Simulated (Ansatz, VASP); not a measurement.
One calculation of Si2W, two programs

File INCAR:

```
SYSTEM = Si2W
PREC = Accurate ; ENCUT = 520
EDIFF = 1E-7 ; ISMEAR = -1
SIGMA = 0.05 ; LREAL = .False.
LASPH = .True. ; NELM = 150
ALGO = Normal ; ISIF = 2
LWAVE = .False. ; LCHARG = .True.
LMAXMIX = 4 ; LDAU = .True.
LDAUTYPE = 2 ; LDAUL = 2 -1
LDAUU = 6 0 ; LDAUJ = 0 0
LDAUPRINT = 1 ; GGA = PE
LELF = .True. ; LVHAR = .True.
NBANDS = 18
```

File KPOINTS:

```
regular mesh
0
Gamma
  12 12 12
  0 0 0
```

File POSCAR:

```
Si2W
1.0
   -1.6069000000      1.6069000000      3.9149500000
    1.6069000000     -1.6069000000      3.9149500000
    1.6069000000      1.6069000000     -3.9149500000
W Si
1 2
Direct
    0.0000000000      0.0000000000      0.0000000000
    0.6653000000      0.6653000000      0.0000000000
    0.3347000000      0.3347000000      0.0000000000
```

Contents of input.yaml:

```yaml
crystal:
  lattice:
    - [-1.6069, 1.6069, 3.91495]
    - [1.6069, -1.6069, 3.91495]
    - [1.6069, 1.6069, -3.91495]
  atoms:
    - { symbol: W, position: [0.0, 0.0, 0.0] }
    - { symbol: Si, position: [0.6653, 0.6653, 0.0] }
    - { symbol: Si, position: [0.3347, 0.3347, 0.0] }
hamiltonian:
  xc: pbe
  pseudopotentials: { kind: paw }
  hubbard: { sites: [{ species: W, l: d, u_eff: 6.0 }] }
kpoints:
  mp_grid: { grid: [12, 12, 12] }
  band_path:
    path:
      - [[0.0, 0.0, 0.0], [0.0, 0.0, 0.5], [-0.084235521, 0.084235521, 0.5], [-0.2921177605, 0.2921177605, 0.2921177605], [0.0, 0.0, 0.0], [0.5, 0.5, -0.5], [0.2921177605, 0.7078822395, -0.2921177605], [0.0, 0.5, 0.0], [0.25, 0.25, 0.25], [0.5, 0.5, -0.084235521], [0.5, 0.5, -0.5]]
      - [[0.0, 0.0, 0.5], [0.25, 0.25, 0.25]]
    npoints: 14
scf:
  occupations: { method: fermi_dirac, width: 0.05 }
  n_extra_bands: 7
output:
  forces: true
  stress: true
  eigenvalues: true
  fatbands: false
```

Alike in both runs: functional PBE; k mesh 12 × 12 × 12; occupations fermi-dirac, width 0.05 eV; no spin polarisation; Hubbard terms W d U = 6.0 eV.

```csv
,VASP,Ansatz
version,VASP 6.6.1,Ansatz 0.2.0
potentials or method,"VASP PAW PBE potentials, release 64 (W_sv, Si)",Ansatz PAW
plane-wave cutoff (eV),520,420
valence electrons in the cell,22,22
task,single point,band structure
```

|  | VASP | Ansatz | Ansatz less VASP |
| --- | --- | --- | --- |
| gap on the k mesh at the Fermi level (eV) | none | none | - |
| pressure (GPa) | 9.3 | 2.5 | -6.82 |
| traceless stress, the component that is largest in VASP (GPa) | -0.18 | -1.69 | -1.518 |
| rms of the force components (eV/Å) | 0.007 | 0.153 | +0.1457 |

The programs project onto different local orbitals, so the same U acts differently, and such runs can settle in different states. Atom by atom the forces differ by 0.146 eV/Å (rms over components). A gap of «none» marks a metal or a gap that the smearing closes.

Neither program's run includes spin-orbit coupling.
